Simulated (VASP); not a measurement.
A run of VASP 6.6.1 is set up as follows.

File INCAR:

```
PREC     = Accurate       # precision mode
ENCUT    = 520            # plane-wave cutoff, eV
EDIFF    = 1E-8           # SCF threshold, eV
ISMEAR   = -1             # smearing method
SIGMA    = 0.05           # smearing width, eV
LREAL    = F              # projectors in reciprocal space
LASPH    = T              # aspherical terms in the spheres
NELM     = 60             # most SCF steps
ALGO     = Normal         # electronic algorithm
ISIF     = 2              # what is computed and relaxed
LWAVE    = F              # write WAVECAR
LCHARG   = F              # write CHGCAR
GGA      = PE             # functional
LEFG     = T            
NBANDS   = 10             # bands
```

The input KPOINTS:

```
regular mesh
0
Gamma
  15 15 15
```

The input POSCAR:

```
Ir
1.0
    0.0000000000      1.9388970000      1.9197000000
    1.9388970000      0.0000000000      1.9197000000
    1.9388970000      1.9388970000      0.0000000000
Ir
1
Direct
    0.0000000000      0.0000000000      0.0000000000
```

Potentials or basis: VASP PAW PBE potentials, release 64 (Ir).

Command:

```console
$ cat potpaw_PBE.64/Ir/POTCAR > POTCAR
$ mpirun -np 1 vasp_std > vasp.out
```

**Question.** Predict the pressure.

**Answer.** 2.0 GPa.

**Question.** Estimate the band gap on the k mesh.

**Answer.** Zero (an odd number of electrons rules out a gap without spin polarisation).

Stress tensor (GPa, compression positive):
```
0.78 0.00 0.00
0.00 0.78 0.00
0.00 0.00 4.45
```

Caveat: the cell differs from its parent crystal (equal xx and yy strain of +1 %); without QUAD_EFG the Cq values of the log hold for a quadrupole moment of 1 mb, not for the nuclei; spin-orbit coupling is left out, which moves the levels of the heavy elements.
